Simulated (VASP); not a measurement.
# Mg2ScAuC6N6 (Fm-3m) in VASP: notebook, part 2 of 2

VASP 6.6.1. Earlier steps stand in the parts before.

## 3. Single point, PBE, collinear spin

Input file INCAR:

```
ALGO     = Normal         # electronic algorithm
EDIFF    = 1E-6           # SCF threshold, eV
ENCUT    = 520            # plane-wave cutoff, eV
GGA      = PE             # functional
ISIF     = 2              # what is computed and relaxed
ISMEAR   = 0              # smearing method
ISPIN    = 2              # spin polarisation
LASPH    = True           # aspherical terms in the spheres
LCHARG   = False          # write CHGCAR
LMAXMIX  = 4              # l up to which the mixer works
LORBIT   = 11             # projections on sites
LREAL    = Auto         
LWAVE    = False          # write WAVECAR
MAGMOM   = 0 0 0 0 0 0 0 0 0 1 0 0 0 0 0 0 # initial moments
NBANDS   = 58             # bands
NELM     = 150            # most SCF steps
PREC     = Accurate       # precision mode
SIGMA    = 0.1            # smearing width, eV
```

Input file KPOINTS:

```
k-points
0
Gamma
  4 4 4
```

Input file POSCAR:

```
Mg2ScAuC6N6
1.0
    0.0000000000      5.1995000000      5.1995000000
    5.1995000000      0.0000000000      5.1995000000
    5.1995000000      5.1995000000      0.0000000000
Mg Sc C Au N
2 1 6 1 6
Direct
    0.2500000000      0.2500000000      0.2500000000
    0.7500000000      0.7500000000      0.7500000000
    0.0000000000      0.0000000000      0.0000000000
    0.8055582300      0.1944417700      0.1944417700
    0.1944417700      0.8055582300      0.1944417700
    0.1944417700      0.1944417700      0.8055582300
    0.1944417700      0.8055582300      0.8055582300
    0.8055582300      0.1944417700      0.8055582300
    0.8055582300      0.8055582300      0.1944417700
    0.5000000000      0.5000000000      0.5000000000
    0.6930474100      0.3069525900      0.3069525900
    0.3069525900      0.6930474100      0.3069525900
    0.3069525900      0.3069525900      0.6930474100
    0.3069525900      0.6930474100      0.6930474100
    0.6930474100      0.3069525900      0.6930474100
    0.6930474100      0.6930474100      0.3069525900
```

Potentials or basis: VASP PAW PBE potentials, release 64 (Mg, Sc_sv, C, Au, N).

Command:

```bash
$ cat potpaw_PBE.64/Mg/POTCAR potpaw_PBE.64/Sc_sv/POTCAR potpaw_PBE.64/C/POTCAR potpaw_PBE.64/Au/POTCAR potpaw_PBE.64/N/POTCAR > POTCAR
$ mpirun -np 1 vasp_std > vasp.out
```

OUTCAR:

```text
EDIFF = 1E-6
   ENCUT = 520
   GGA = PE
   ISIF = 2
   ISMEAR = 0
   ISPIN = 2
   LASPH = True
   LORBIT = 11
   LREAL = Auto
   NELM = 150
   PREC = Accurate

 ion  position               nearest neighbor table
   1  0.250  0.250  0.250-
   2  0.750  0.750  0.750-
   3  0.000  0.000  0.000-   4 2.02   5 2.02   6 2.02   7 2.02   8 2.02   9 2.02
   4  0.806  0.194  0.194-  11 1.17   3 2.02
   5  0.194  0.806  0.194-  12 1.17   3 2.02
   6  0.194  0.194  0.806-  13 1.17   3 2.02
   7  0.194  0.806  0.806-  14 1.17   3 2.02
   8  0.806  0.194  0.806-  15 1.17   3 2.02
   9  0.806  0.806  0.194-  16 1.17   3 2.02
  10  0.500  0.500  0.500-  11 2.01  12 2.01  13 2.01  14 2.01  15 2.01  16 2.01
[... 1135 lines left out ...]
      2.02200      5.19950      5.19950         3.574293      0.000000     -0.000000
      5.19950      2.02200      5.19950        -0.000000      3.574293     -0.000000
      5.19950      5.19950      2.02200        -0.000000      0.000000      3.574293
[... 8 lines left out ...]
      5.19950      7.20700      5.19950        -0.000000      2.418165     -0.000000
      5.19950      5.19950      7.20700        -0.000000      0.000000      2.418165
 -----------------------------------------------------------------------------------
    total drift:                                0.000000      0.000000      0.000000

  FREE ENERGIE OF THE ION-ELECTRON SYSTEM (eV)
  ---------------------------------------------------
  free  energy   TOTEN  =      -101.3321550543 eV

  energy  without entropy=     -101.1894958554  energy(sigma->0) =     -101.26082545

 total charge

# of ion       s       p       d       tot
------------------------------------------
    1        0.345   0.005   0.001   0.350
    2        0.345   0.005   0.001   0.350
    3        2.336   6.552   1.462  10.350
    4        0.999   1.632   0.000   2.631
    5        0.999   1.632   0.000   2.631
    6        0.999   1.632   0.000   2.631
[... 8 lines left out ...]
   15        1.313   2.601   0.000   3.914
   16        1.313   2.601   0.000   3.914
--------------------------------------------------
tot         17.480  32.730  10.085  60.295

 magnetization (x)

# of ion       s       p       d       tot
------------------------------------------
    1       -0.000  -0.000  -0.000  -0.000
    2       -0.000  -0.000  -0.000  -0.000
    3        0.000   0.000   0.000   0.000
    4        0.000   0.000   0.000   0.000
    5        0.000   0.000   0.000   0.000
    6        0.000   0.000   0.000   0.000
[... 8 lines left out ...]
   15        0.000   0.000   0.000   0.000
   16        0.000   0.000   0.000   0.000
--------------------------------------------------
tot          0.000   0.000   0.000   0.000
```

Wall time 16 min (1 thread of Intel Xeon Platinum 8259CL at 2.50GHz (Skylake/Cascade Lake), shared host); peak memory 0.67 GiB.

What came out:

- Free energy: -101.3322 eV
- Pressure: 20.0 GPa
- Largest force: 3.574 eV/Å
- Band gap on the k mesh: zero (filled and empty bands overlap)
- Net moment: 0.00 μB per cell
- Valence electrons inside the program's atomic spheres: Mg 0.35; Sc 10.35; C 2.63; Au 9.98; N 3.91

Forces on the atoms (eV/Å):
```
Mg   0.000  0.000  0.000
Mg   0.000  0.000  0.000
Sc   0.000  0.000  0.000
C    3.574  0.000  0.000
C    0.000  3.574  0.000
C    0.000  0.000  3.574
C   -3.574  0.000  0.000
C    0.000 -3.574  0.000
C    0.000  0.000 -3.574
Au   0.000  0.000  0.000
N   -2.418  0.000  0.000
N    0.000 -2.418  0.000
N    0.000  0.000 -2.418
N    2.418  0.000  0.000
N    0.000  2.418  0.000
N    0.000  0.000  2.418
```

Caveat: the cell stands under pressure; spin-orbit coupling is left out, which moves the levels of the heavy elements; forces of over 1 eV/Å act on the atoms, so gaps and moduli don't describe the material at rest.
